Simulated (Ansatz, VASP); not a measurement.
## AgW2: VASP beside Ansatz

```
Ag W
1.0
     1.52624    0.88117    6.62695
    -1.52624    0.88117    6.62695
     0.00000   -1.76235    6.62695
Ag W
1 2
Direct
  0.00000 0.00000 0.00000
  0.78790 0.78790 0.78790
  0.21210 0.21210 0.21210
```

Alike in both runs: functional PBE; k mesh 6 × 6 × 6; occupations gaussian, width 0.1 eV; no spin polarisation.

Ansatz relaxed the structure, and its values are those at the end. VASP's run is a single point on that final structure, the one shown.

```csv
,VASP,Ansatz
version,VASP 6.6.1,Ansatz 0.2.0
potentials or method,"VASP PAW PBE potentials, release 64 (Ag, W_sv), cutoff 520 eV","scalar-relativistic, plane waves, PAW"
valence electrons in the cell,39,47
```

|  | VASP | Ansatz | Ansatz less VASP |
| --- | --- | --- | --- |
| gap on the k mesh at the Fermi level (eV) | none | none | - |
| pressure (GPa) | 0.5 | 0.0 | -0.45 |
| rms of the force components (eV/Å) | 0.036 | 0.001 | -0.0359 |

A gap of «none» marks a metal or a gap that the smearing closes. VASP's potentials hold 39 valence electrons a cell and Ansatz's 47, so a difference there can come from the potentials and not from the codes.

The k mesh is coarse, so the values compare programs but aren't converged. Neither program's run includes spin-orbit coupling.
